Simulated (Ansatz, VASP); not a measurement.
**Cu: VASP beside Ansatz**

```
Cu
1.0
     0.00000    1.79654    1.79654
     1.79654    0.00000    1.79654
     1.79654    1.79654    0.00000
Cu
1
Direct
  0.00000 0.00000 0.00000
```

Alike in both runs: task single point; functional PBE; k mesh 20 × 20 × 20; occupations gaussian, width 0.1 eV; no spin polarisation.

```csv
,VASP,Ansatz
version,VASP 6.6.1,Ansatz 0.2.0
potentials or method,"VASP PAW PBE potentials, release 64 (Cu), cutoff 520 eV","scalar-relativistic, plane waves, PAW"
valence electrons in the cell,11,19
```

Ansatz gave:

| Quantity | Value |
| --- | --- |
| gap on the k mesh at the Fermi level (eV) | none |
| pressure (GPa) | 4.6 |

**Question.** What did VASP give for the same quantities?

**Answer.** gap on the k mesh at the Fermi level (eV): none; pressure (GPa): 5.2.

A gap of «none» marks a metal or a gap that the smearing closes. The functional is the same, so the differences come from potentials, cutoffs and numerics. VASP's potentials hold 11 valence electrons a cell and Ansatz's 19, so a difference there can come from the potentials and not from the codes.
